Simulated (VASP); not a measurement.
**Cl: single point with PBE**

The system is Cl.

```xyz
4
Lattice="3.1252 -1.9101 0.0000 3.1252 1.9101 0.0000 0.0000 0.0000 8.1466" Properties=species:S:1:pos:R:3 pbc="T T T"
Cl    3.1252   -1.4288    4.9602
Cl    3.1252    1.4288    3.1864
Cl    3.1252   -0.4813    0.8869
Cl    3.1252    0.4813    7.2596
```

This cell differs from its parent crystal: uniaxial y strain -4.8%.

```
Program             : VASP 6.6.1
Task                : single point
Functional          : PBE
Potentials or basis : VASP PAW PBE potentials, release 64 (Cl)
Cutoff              : 520 eV
k mesh              : 8 × 8 × 4
Occupations         : fermi-dirac, width 0.02 eV
Spin                : no spin polarisation
```

```json
{"Pressure": "2.7 GPa", "Largest force": "0.061 eV/Å", "Band gap on the k mesh": "2.05 eV"}
```

Forces on the atoms (eV/Å):
```
Cl   0.000  0.003  0.061
Cl   0.000 -0.003 -0.061
Cl   0.000 -0.003  0.061
Cl   0.000  0.003 -0.061
```

Stress tensor (GPa, compression positive):
```
2.74 0.00 0.00
0.00 2.94 0.00
0.00 0.00 2.41
```

Levels at points of the mesh, in eV from the valence-band top:
```
           k point  band 12  band 13  band 14  band 15  band 16  band 17
(0.00, 0.00, 0.00)    -0.57    -0.23     0.00     2.05     3.22     7.02
(0.50, 0.00, 0.00)    -1.26    -0.47    -0.47     2.94     2.94     7.82
(0.50, 0.50, 0.00)    -1.35    -0.66    -0.46     2.12     2.99     8.10
(0.00, 0.00, 0.50)    -1.01    -0.11    -0.11     2.60     2.60     7.35
(0.50, 0.00, 0.50)    -0.88    -0.19    -0.19     2.49     2.49     8.14
(0.50, 0.50, 0.50)    -1.16    -1.15    -1.15     2.51     2.51     8.81
```

Wall time 58 s on 1 thread of Intel(R) Xeon(R) 6975P-C (Granite Rapids) (shared host), peak memory 0.25 GiB.

Caveat: the cell differs from its parent crystal (uniaxial y strain -4.8%); this functional lacks dispersion, which holds the molecules together, so the pressure and a relaxed volume are unreliable. A k mesh can miss the band edges.
